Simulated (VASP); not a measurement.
BAs:

```
B As
1.0
     0.00000    2.43627    2.38850
     2.43627    0.00000    2.38850
     2.43627    2.43627    0.00000
B As
1 1
Direct
  0.00000 0.00000 0.00000
  0.75000 0.75000 0.75000
```

This cell differs from its parent crystal: x and y stretched by +2 %, z held.

Base run:

| Quantity | Value |
| --- | --- |
| Program | VASP 6.6.1 |
| Functional | PBE |
| Potentials or basis | VASP PAW PBE potentials, release 64 (B, As) |
| Cutoff | 520 eV |
| k mesh | 15 × 15 × 15 |
| Occupations | fermi-dirac, width 0.03 eV |
| Spin | no spin polarisation |

Its results: band gap on the k mesh 0.93 eV, indirect (least direct gap 3.02 eV); pressure -1.9 GPa.

Q: The run is repeated on the same cell with these changes: dispersion from none to D4. What comes out?

A: Band gap on the k mesh 0.93 eV, indirect (least direct gap 3.02 eV); pressure -5.9 GPa.

Dispersion adds attraction, which lowers the pressure at fixed volume and, as a term added to the energy, leaves the levels alone.

A k mesh can miss the band edges.
